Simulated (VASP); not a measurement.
**H11NO4: single point with PBE**

The system is H11NO4.

```
O H N
1.0
     5.41750    0.00000    0.00000
     0.00000    5.41750    0.00000
     0.00000    0.00000    5.41750
O H N
4 11 1
Direct
  0.23485 0.15164 0.20186
  0.62086 0.30062 0.51003
  0.88576 0.43531 0.98149
  0.87084 0.72982 0.35682
  0.11452 0.27267 0.12967
  0.14785 0.03395 0.31354
  0.72030 0.43830 0.45183
  0.46721 0.30012 0.41619
  0.82211 0.57504 0.09106
  0.76515 0.42468 0.85427
  0.72864 0.86215 0.39636
  0.97731 0.73726 0.50806
  0.10588 0.70126 0.84594
  0.28011 0.54867 0.66741
  0.33750 0.85641 0.71295
  0.19431 0.72199 0.68078
```

* Program: VASP 6.6.1
* Task: single point
* Functional: PBE
* Potentials or basis: VASP PAW PBE potentials, release 64 (O, H, N)
* Cutoff: 520 eV
* k mesh: 1 × 1 × 1
* Occupations: fermi-dirac, width 0.05 eV
* Spin: no spin polarisation

- Pressure: -0.1 GPa
- Largest force: 4.875 eV/Å
- Band gap on the k mesh: 4.48 eV

Forces on the atoms (eV/Å):
```
O   -0.070  0.025  0.615
O   -0.029 -0.522  1.080
O   -0.162  1.494  1.347
O   -4.145  2.546 -0.312
H   -0.038 -0.970  0.341
H    0.029  0.796 -0.976
H    0.143  0.443 -0.455
H   -0.247 -0.303 -0.657
H    0.936 -1.090 -0.231
H   -0.823 -0.755 -1.184
H    2.312 -1.877 -0.805
H    1.363 -0.002  0.521
H   -0.079  0.171  0.221
H   -0.124  1.039 -0.195
H   -1.407 -1.315 -0.364
N    2.342  0.320  1.054
```

Stress tensor (GPa, compression positive):
```
 0.08  2.14  2.28
 2.14 -4.23 -0.76
 2.28 -0.76  3.72
```

Levels at points of the mesh, in eV from the valence-band top:
| k point | band 17 | band 18 | band 19 | band 20 | band 21 | band 22 | band 23 | band 24 |
| --- | --- | --- | --- | --- | --- | --- | --- | --- |
| (0.00, 0.00, 0.00) | -0.75 | -0.37 | -0.18 | 0.00 | 4.48 | 7.84 | 8.52 | 8.62 |

Wall time 22 s on 1 thread of Intel Xeon 6975P-C (shared host), peak memory 0.22 GiB.

Caveat: the k points lie up to 1.16 Å⁻¹ apart.
